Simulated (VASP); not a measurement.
# SiO2 (P-4m2) in VASP: notebook, part 2 of 2

VASP 6.6.1.

### 4 Single point, LDA (volume scaled by 0.97, then relaxed in part)

INCAR

```
ALGO = Normal ; EDIFF = 1E-7
ENCUT = 520 ; GGA = CA
ISIF = 2 ; ISMEAR = 0
LASPH = T ; LCHARG = F
LREAL = Auto ; LWAVE = F
NBANDS = 53 ; NELM = 100
PREC = Accurate ; SIGMA = 0.02
```

KPOINTS

```
k-points
0
Gamma
  4 4 4
```

POSCAR

```
SiO2
1.0
    6.8285402241      0.0000000000      0.0000000000
    0.0000000000      6.8285402241      0.0000000000
    0.0000000000      0.0000000000      6.3149788128
Si O
5 10
Direct
    0.2696397071      0.0000000000      0.1194201315
    0.0000000000      0.7303602929      0.8805798685
    0.0000000000      0.2696397071      0.8805798685
    0.7303602929      0.0000000000      0.1194201315
    0.0000000000      0.0000000000      0.5000000000
    0.1950213365      0.0000000000      0.3595093561
    0.0000000000      0.8049786635      0.6404906439
    0.0000000000      0.1950213365      0.6404906439
    0.8049786635      0.0000000000      0.3595093561
    0.1932910980      0.1932910980      0.0000000000
    0.1932910980      0.8067089020      0.0000000000
    0.8067089020      0.1932910980      0.0000000000
    0.8067089020      0.8067089020      0.0000000000
    0.5000000000      0.0000000000      0.1191575164
    0.0000000000      0.5000000000      0.8808424836
```

Potentials or basis: VASP PAW LDA potentials, release 64 (Si, O).

Started as:

```console
$ cat potpaw_LDA.64/Si/POTCAR potpaw_LDA.64/O/POTCAR > POTCAR
$ mpirun -np 1 vasp_std > vasp.out
```

OUTCAR:

```text
EDIFF = 1E-7
   ENCUT = 520
   GGA = CA
   ISIF = 2
   ISMEAR = 0
   LASPH = T
   LREAL = Auto
   NELM = 100
   PREC = Accurate

 ion  position               nearest neighbor table
   1  0.270  0.000  0.119-  14 1.57   6 1.60  11 1.61  10 1.61   2 3.01   3 3.01   5 3.03   4 3.15

   2  0.000  0.730  0.881-  15 1.57   7 1.60  13 1.61  11 1.61   1 3.01   4 3.01   5 3.03   3 3.15

   3  0.000  0.270  0.881-  15 1.57   8 1.60  12 1.61  10 1.61   1 3.01   4 3.01   5 3.03   2 3.15
[... 5 lines left out ...]
   6  0.195  0.000  0.360-   1 1.60   5 1.60
   7  0.000  0.805  0.640-   2 1.60   5 1.60
[... 1226 lines left out ...]
     6.828540224  0.000000000  0.000000000     0.146444184  0.000000000  0.000000000
     0.000000000  6.828540224  0.000000000     0.000000000  0.146444184  0.000000000
     0.000000000  0.000000000  6.314978813     0.000000000  0.000000000  0.158353659

 POSITION                                       TOTAL-FORCE (eV/Angst)
 -----------------------------------------------------------------------------------
      1.84125      0.00000      0.75414         0.089274     -0.000000      0.012598
      0.00000      4.98729      5.56084        -0.000000     -0.089274     -0.012598
      0.00000      1.84125      5.56084        -0.000000      0.089274     -0.012598
      4.98729      0.00000      0.75414        -0.089274     -0.000000      0.012598
      0.00000      0.00000      3.15749        -0.000000     -0.000000      0.000000
      1.33171      0.00000      2.27029         0.016125     -0.000000      0.019795
      0.00000      5.49683      4.04468        -0.000000     -0.016125     -0.019795
      0.00000      1.33171      4.04468        -0.000000      0.016125     -0.019795
      5.49683      0.00000      2.27029        -0.016125     -0.000000      0.019795
      1.31990      1.31990      0.00000         0.014796      0.014796      0.000000
      1.31990      5.50864      0.00000         0.014796     -0.014796      0.000000
      5.50864      1.31990      0.00000        -0.014796      0.014796      0.000000
      5.50864      5.50864      0.00000        -0.014796     -0.014796      0.000000
      3.41427      0.00000      0.75248        -0.000000     -0.000000     -0.002306
      0.00000      3.41427      5.56250        -0.000000     -0.000000      0.002306
 -----------------------------------------------------------------------------------
    total drift:                                0.000000      0.000000      0.000000

  FREE ENERGIE OF THE ION-ELECTRON SYSTEM (eV)
  ---------------------------------------------------
  free  energy   TOTEN  =      -129.1396308547 eV

  energy  without entropy=     -129.1396308547  energy(sigma->0) =     -129.13963085
```

OSZICAR:

```text
N       E                     dE             d eps       ncg     rms          rms(c)
DAV:   1     0.608962626838E+03    0.60896E+03   -0.38896E+04  1908   0.132E+03
DAV:   2    -0.823372757174E+02   -0.69130E+03   -0.66612E+03  2471   0.324E+02
DAV:   3    -0.145634301424E+03   -0.63297E+02   -0.62977E+02  2272   0.106E+02
[... 11 lines left out ...]
DAV:  15    -0.129139617547E+03   -0.19979E-04   -0.14833E-05  2190   0.213E-02    0.549E-03
DAV:  16    -0.129139629382E+03   -0.11835E-04   -0.35427E-06  2096   0.809E-03    0.296E-03
DAV:  17    -0.129139630733E+03   -0.13506E-05   -0.30635E-07  1862   0.249E-03    0.159E-03
DAV:  18    -0.129139630838E+03   -0.10491E-06   -0.23941E-07  1935   0.272E-03    0.493E-04
DAV:  19    -0.129139630855E+03   -0.16911E-07   -0.31701E-08  1537   0.121E-03
   1 F= -.12913963E+03 E0= -.12913963E+03  d E =-.674545E-14
```

stdout:

```text
POSCAR found type information on POSCAR SiO
 POSCAR found :  2 types and      15 ions
 scaLAPACK will be used
 LDA part: xc-table for (Slater(with rela. corr.)+CA(PZ))
 , standard interpolation
 POSCAR, INCAR and KPOINTS ok, starting setup
 FFT: planning ... GRIDC
 FFT: planning ... GRID_SOFT
 FFT: planning ... GRID
 WAVECAR not read
 entering main loop
```

Run time: 4.6 min. Hardware: 1 thread of Intel Xeon 6975P-C (Granite Rapids), shared host; peak memory 0.38 GiB.

Results:

```yaml
Free_energy: -129.1396 eV
Pressure: 3.2 GPa
Largest_force: 0.090 eV/Å
Band_gap_on_the_k_mesh: 5.68 eV, indirect (least direct gap 5.73 eV)
```

Forces on the atoms (eV/Å):
```
Si   0.089  0.000  0.013
Si   0.000 -0.089 -0.013
Si   0.000  0.089 -0.013
Si  -0.089  0.000  0.013
Si   0.000  0.000  0.000
O    0.016  0.000  0.020
O    0.000 -0.016 -0.020
O    0.000  0.016 -0.020
O   -0.016  0.000  0.020
O    0.015  0.015  0.000
O    0.015 -0.015  0.000
O   -0.015  0.015  0.000
O   -0.015 -0.015  0.000
O    0.000  0.000 -0.002
O    0.000  0.000  0.002
```

### 5 Overview

```csv
cell,gap on the mesh (eV),pressure (GPa),largest force (eV/Å)
"a = 6.736, b = 6.736, c = 6.088 Å, 15 atoms",5.59,9.4,0.10
"a = 6.777, b = 6.777, c = 6.214 Å, 15 atoms",5.66,6.3,0.10
"a = 6.829, b = 6.829, c = 6.315 Å, 15 atoms",5.68,3.2,0.09
```

Alike in all rows: task single point; level LDA; potentials or basis VASP PAW LDA potentials, release 64 (Si, O); no spin polarisation; k mesh 4 × 4 × 4; cutoff (eV) 520; smearing gaussian 0.02 eV.

Total energies depend on the potentials used, so only differences within one code and one set of settings carry meaning.
